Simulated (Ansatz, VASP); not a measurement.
**Two plane-wave programs on Sr3Al2O**

```
Sr Al O
1.0
     3.61249    2.08567    3.63138
    -3.61249    2.08567    3.63138
     0.00000   -4.17134    3.63138
Sr Al O
3 2 1
Direct
  0.00000 0.50000 0.50000
  0.50000 0.50000 0.00000
  0.50000 0.00000 0.50000
  0.10986 0.10986 0.10986
  0.89014 0.89014 0.89014
  0.50000 0.50000 0.50000
```

Change from the starting cell: species swapped into the Eu2Al3Ag type (R-3m, No. 166).

Alike in both runs: functional PBE; k mesh 6 × 6 × 6; occupations gaussian, width 0.1 eV; no spin polarisation.

Ansatz relaxed the structure, and its values are those at the end. VASP's run is a single point on that final structure, the one shown.

|  | VASP | Ansatz |
| --- | --- | --- |
| version | VASP 6.6.1 | Ansatz 0.2.0 |
| potentials or method | VASP PAW PBE potentials, release 64 (Sr_sv, Al, O), cutoff 520 eV | scalar-relativistic, plane waves, PAW |
| valence electrons in the cell | 42 | 42 |

```csv
,VASP,Ansatz,Ansatz less VASP
gap on the k mesh at the Fermi level (eV),none,none,-
pressure (GPa),0.0,-0.1,-0.10
rms of the force components (eV/Å),0.012,0.009,-0.0029
```

A gap of «none» marks a metal or a gap that the smearing closes.
